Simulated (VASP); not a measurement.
A run of VASP 6.6.1 is set up as follows.

INCAR

```
PREC = Accurate
ENCUT = 520
EDIFF = 1E-7
ISMEAR = -1
SIGMA = 0.1
LREAL = F
LASPH = T
NELM = 100
ALGO = Normal
ISIF = 2
LWAVE = F
LCHARG = T
GGA = PS
LELF = T
LVHAR = T
NBANDS = 11
```

The input KPOINTS:

```
regular mesh
0
Gamma
  10 10 8
```

File POSCAR:

```
MgB2
1.0
    3.0642946782      0.0000000000      0.0000000000
   -1.5321473391      2.6537566678      0.0000000000
    0.0000000000      0.0000000000      3.4993549923
Mg B
1 2
Direct
    0.0000000000      0.0000000000      0.0000000000
    0.3333333333      0.6666666667      0.5000000000
    0.6666666667      0.3333333333      0.5000000000
```

Potentials or basis: VASP PAW PBE potentials, release 64 (Mg, B).

Run with:

```sh
$ cat potpaw_PBE.64/Mg/POTCAR potpaw_PBE.64/B/POTCAR > POTCAR
$ mpirun -np 1 vasp_std > vasp.out
```

Problem. Predict the pressure.

Solution. 0.0 GPa.

Problem. Estimate the band gap on the k mesh.

Solution. Zero (band 4 reaches 6.48 eV, above the bottom of band 5 at 3.98 eV).

Stress tensor (GPa, compression positive):
```
 0.44  0.00  0.00
 0.00  0.44  0.00
 0.00  0.00 -0.88
```

Caveat: the PAW data sets were made with another functional, which shifts forces and pressure a little.
